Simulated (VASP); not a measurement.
Set up this calculation in VASP 6.6.1, as the native input.

```
Task                   : single point
Functional             : PBE
Potentials or basis    : VASP PAW PBE potentials, release 64 (Ba_sv, Ru_pv, N)
Cutoff                 : 520 eV
k mesh                 : 8 × 8 × 8
Occupations            : fermi-dirac, width 0.02 eV
Spin                   : no spin polarisation
Dipole correction      : no
Further INCAR settings : ALGO = Normal; EDIFF = 1e-06; NBANDS = 30
```

The structure of Ba2RuN2 lies in POSCAR:

```
Ba2RuN2
1.0
   -2.0294069220      2.0294069220      6.5378294921
    2.0294069220     -2.0294069220      6.5378294921
    2.1379670130      2.1379670130     -6.5378294921
Ba Ru N
2 1 2
Direct
    0.1388900952      0.1388900952      0.0000000000
    0.8611099048      0.8611099048      0.0000000000
    0.5000000000      0.5000000000      0.0000000000
    0.6382534879      0.6382534879      0.0000000000
    0.3617465121      0.3617465121      0.0000000000
```

This cell differs from its parent crystal: shear xy strain +5.2%.

One way to write it, as run:

INCAR

```
  ALGO = Normal
  EDIFF = 1E-6
  ENCUT = 520
  GGA = PE
  ISIF = 2
  ISMEAR = -1
  LASPH = T
  LCHARG = F
  LREAL = F
  LWAVE = F
  NBANDS = 30
  NELM = 60
  PREC = Accurate
  SIGMA = 0.02
```

KPOINTS

```
k-points
0
Gamma
  8 8 8
```

Potentials or basis: VASP PAW PBE potentials, release 64 (Ba_sv, Ru_pv, N).

The run is started by

```sh
$ cat potpaw_PBE.64/Ba_sv/POTCAR potpaw_PBE.64/Ru_pv/POTCAR potpaw_PBE.64/N/POTCAR > POTCAR
$ mpirun -np 1 vasp_std > vasp.out
```

Results of the run:

The pressure is 1.9 GPa, the largest force is 0.141 eV/Å and the band gap on the k mesh is 0.05 eV.

Caveat: the cell differs from its parent crystal (shear xy strain +5.2%); spin-orbit coupling is left out, which moves the levels of the heavy elements.

It took 12 min on 1 thread of Intel(R) Xeon(R) Platinum 8259CL CPU @ 2.50GHz (Skylake/Cascade Lake) (shared host), peak memory 0.62 GiB.
